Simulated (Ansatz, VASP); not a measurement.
# One calculation of BN, two programs

The input INCAR:

```
PREC = Accurate
ENCUT = 520
EDIFF = 1E-6
ISMEAR = -1
SIGMA = 0.05
LREAL = F
LASPH = T
NELM = 60
ALGO = Normal
ISIF = 2
LWAVE = F
LCHARG = F
GGA = PE
ALDAC = 0.0
AGGAC = 0.0
NBANDS = 16
```

KPOINTS

```
Automatic mesh
0
Gamma
  12 12 4
```

POSCAR

```
BN
1.0
    2.4982400000      0.0000000000      0.0000000000
   -1.2491200000      2.1635393048      0.0000000000
    0.0000000000      0.0000000000      6.6357000000
N B
2 2
Direct
    0.6666666667      0.3333333333      0.2500000000
    0.3333333333      0.6666666667      0.7500000000
    0.6666666667      0.3333333333      0.7500000000
    0.3333333333      0.6666666667      0.2500000000
```

input.yaml

```yaml
crystal:
  lattice:
    - [2.49824, 0.0, 0.0]
    - [-1.24912, 2.1635393048, 0.0]
    - [0.0, 0.0, 6.6357]
  atoms:
    - { symbol: "N", position: [0.6666666667, 0.3333333333, 0.25] }
    - { symbol: "N", position: [0.3333333333, 0.6666666667, 0.75] }
    - { symbol: B, position: [0.6666666667, 0.3333333333, 0.75] }
    - { symbol: B, position: [0.3333333333, 0.6666666667, 0.25] }
hamiltonian:
  xc: { exchange: pbe, correlation: none }
  pseudopotentials: { kind: paw }
kpoints:
  mp_grid: { grid: [12, 12, 4] }
  band_path:
    path:
      - [[0.0, 0.0, 0.0], [0.5, 0.0, 0.0], [0.3333333333, 0.3333333333, 0.0], [0.0, 0.0, 0.0], [0.0, 0.0, 0.5], [0.5, 0.0, 0.5], [0.3333333333, 0.3333333333, 0.5], [0.0, 0.0, 0.5]]
      - [[0.5, 0.0, 0.5], [0.5, 0.0, 0.0]]
      - [[0.3333333333, 0.3333333333, 0.0], [0.3333333333, 0.3333333333, 0.5]]
    npoints: 14
scf:
  occupations: { method: fermi_dirac, width: 0.05 }
  n_extra_bands: 10
output:
  forces: true
  stress: true
  eigenvalues: true
  fatbands: true
```

Alike in both runs: functional PBE exchange alone; k mesh 12 × 12 × 4; occupations fermi-dirac, width 0.05 eV; no spin polarisation.

|  | VASP | Ansatz |
| --- | --- | --- |
| version | VASP 6.6.1 | Ansatz 0.2.0 |
| potentials or method | VASP PAW PBE potentials, release 64 (N, B) | Ansatz PAW |
| plane-wave cutoff (eV) | 520 | 420 |
| valence electrons in the cell | 16 | 16 |
| task | single point | band structure |

|  | VASP | Ansatz | Ansatz less VASP |
| --- | --- | --- | --- |
| gap on the k mesh at the Fermi level (eV) | 4.36 | 4.36 | -0.003 |
| least direct gap on the mesh (eV) | 4.71 | 4.70 | -0.013 |
| pressure (GPa) | 18.0 | 18.3 | +0.28 |
| traceless stress, the component that is largest in VASP (GPa) | -10.13 | -10.26 | -0.127 |

VASP's potentials were made for PBE, not for PBE exchange alone.
